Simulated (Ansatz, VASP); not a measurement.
**Two plane-wave programs on Mg2Cd3Te**

```
CELL_PARAMETERS angstrom
5.92794 0.00000 0.00000
-2.96397 5.13374 0.00000
0.00000 0.00000 5.10757
ATOMIC_POSITIONS crystal
Mg 0.33333 0.66667 0.00000
Mg 0.66667 0.33333 0.00000
Cd 0.50000 0.00000 0.50000
Cd 0.00000 0.50000 0.50000
Cd 0.50000 0.50000 0.50000
Te 0.00000 0.00000 0.00000
```

Change from the starting cell: species swapped into the LaNi3Rh2 type (P6/mmm, No. 191).

Alike in both runs: functional PBE; k mesh 6 × 6 × 8; occupations gaussian, width 0.1 eV; no spin polarisation.

Ansatz relaxed the structure, and its values are those at the end. VASP's run is a single point on that final structure, the one shown.

|  | VASP | Ansatz |
| --- | --- | --- |
| version | VASP 6.6.1 | Ansatz 0.2.0 |
| potentials or method | VASP PAW PBE potentials, release 64 (Mg, Cd, Te), cutoff 520 eV | scalar-relativistic, plane waves, PAW |
| valence electrons in the cell | 46 | 96 |

```csv
,VASP,Ansatz,Ansatz less VASP
gap on the k mesh at the Fermi level (eV),none,none,-
pressure (GPa),0.0,0.0,-0.05
```

A gap of «none» marks a metal or a gap that the smearing closes. VASP's potentials hold 46 valence electrons a cell and Ansatz's 96, so a difference there can come from the potentials and not from the codes.

Spin-orbit coupling is off throughout.
